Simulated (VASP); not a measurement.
A run of VASP 6.6.1 is set up as follows.

INCAR

```
ALGO = Normal
EDIFF = 1E-7
EDIFFG = -0.04
ENCUT = 600
GGA = PE
IBRION = 2
ISIF = 3
ISMEAR = 0
LASPH = True
LCHARG = False
LREAL = False
LWAVE = False
NELM = 80
NSW = 90
PREC = Accurate
SIGMA = 0.1
```

Contents of KPOINTS:

```
k-points
0
Gamma
  3 3 4
```

Contents of POSCAR:

```
Sr3CuH2
1.0
    6.2939922000      0.0000000000      0.0000000000
   -3.1469961000      5.4507571400      0.0000000000
    0.0000000000      0.0000000000      4.0314926800
Sr Cu H
3 1 2
Direct
    0.5000000000      0.0000000000      0.0000000000
    0.0000000000      0.5000000000      0.0000000000
    0.5000000000      0.5000000000      0.0000000000
    0.0000000000      0.0000000000      0.0000000000
    0.3333333300      0.6666666700      0.5000000000
    0.6666666700      0.3333333300      0.5000000000
```

Potentials or basis: VASP PAW PBE potentials, release 64 (Sr_sv, Cu, H).

Launch:

```console
$ cat potpaw_PBE.64/Sr_sv/POTCAR potpaw_PBE.64/Cu/POTCAR potpaw_PBE.64/H/POTCAR > POTCAR
$ mpirun -np 1 vasp_std > vasp.out
```

Question: Estimate the relaxed cell.

Answer: a = 7.002 Å, b = 7.002 Å, c = 3.583 Å, α = 90.00°, β = 90.00°, γ = 120.00°.

Question: Predict the relaxed volume.

Answer: 25.36 Å³/atom.

Question: Predict the band gap on the k mesh.

Answer: Zero (an odd number of electrons rules out a gap without spin polarisation).

Question: Estimate the space group after relaxing (to 0.1 Å).

Answer: P6/mmm (No. 191).

The path:
```
step  energy change (eV)  largest force (eV/Å)  pressure (GPa)  volume (Å³)
   1              0.0000                0.0000            4.55       138.31
   2             -0.9437                0.0000            0.70       151.20
   3             -1.1192                0.0000           -0.75       158.56
   4             -1.1266                0.0000           -0.97       160.01
   5             -1.1273                0.0000           -1.03       160.42
   6             -1.1585                0.0000           -0.62       156.32
   7             -1.1719                0.0000           -0.12       152.14
```

Caveat: the k points lie up to 0.44 Å⁻¹ apart in the final cell, too coarse for converged energies and pressures of a metal.
